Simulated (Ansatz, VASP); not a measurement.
**CsAg: VASP beside Ansatz**

Contents of INCAR:

```
ALGO = Normal
EDIFF = 1E-6
EDIFFG = -0.01
ENCUT = 600
GGA = PE
IBRION = 2
ISIF = 3
ISMEAR = 0
LASPH = True
LCHARG = False
LREAL = False
LWAVE = False
NELM = 80
NSW = 100
PREC = Accurate
SIGMA = 0.02
```

Contents of KPOINTS:

```
k-points
0
Gamma
  6 6 6
```

File POSCAR:

```
CsAg
1.0
    5.2525056713      0.0000000000      0.0000000000
   -2.6262528357      4.5488033449      0.0000000000
    0.0000000000      0.0000000000      4.7513367316
Cs Ag
1 1
Direct
    0.0000000000      0.0000000000      0.0000000000
    0.3333333333      0.6666666667      0.5000000000
```

Input for Ansatz:

```yaml
crystal:
  lattice:
    - [5.2525056713, 0.0, 0.0]
    - [-2.6262528357, 4.5488033449, 0.0]
    - [0.0, 0.0, 4.7513367316]
  atoms:
    - { symbol: Cs, position: [0.0, 0.0, 0.0] }
    - { symbol: Ag, position: [0.3333333333, 0.6666666667, 0.5] }
basis:
  ecutwfc: 420
kpoints:
  mp_grid: { grid: [6, 6, 6] }
hamiltonian:
  xc: pbe
scf:
  occupations: { method: gaussian, width: 0.02 }
output:
  forces: true
  stress: true
  eigenvalues: true
  write_density: true
  write_potential: true
  elf: true
  volumetric_format: npy
relax:
  adjacent_minimum: "off"
  f_tol: 0.01
  max_steps: 80
  cell: { stress_tol: 0.05 }
```

Alike in both runs: task relaxation of cell and atoms; functional PBE; k mesh 6 × 6 × 6; occupations gaussian, width 0.02 eV; no spin polarisation.

```csv
,VASP,Ansatz
version,VASP 6.6.1,Ansatz 0.2.0
potentials or method,"VASP PAW PBE potentials, release 64 (Cs_sv, Ag), cutoff 600 eV","scalar-relativistic, plane waves, PAW"
valence electrons in the cell,20,28
```

```tsv
	VASP	Ansatz	Ansatz less VASP
gap on the k mesh at the Fermi level, each at its own relaxed structure (eV)	1.10	1.11	+0.006
relaxed volume (Å³/atom)	56.76	56.76	0.000
relaxed cell length with the largest relative difference (Å)	5.253	5.253	0.0000
```

VASP's potentials hold 20 valence electrons a cell and Ansatz's 28, so a difference there can come from the potentials and not from the codes.

Spin-orbit coupling is off throughout. Noted on VASP's run: the relaxation stopped at its first step, so nothing moved.
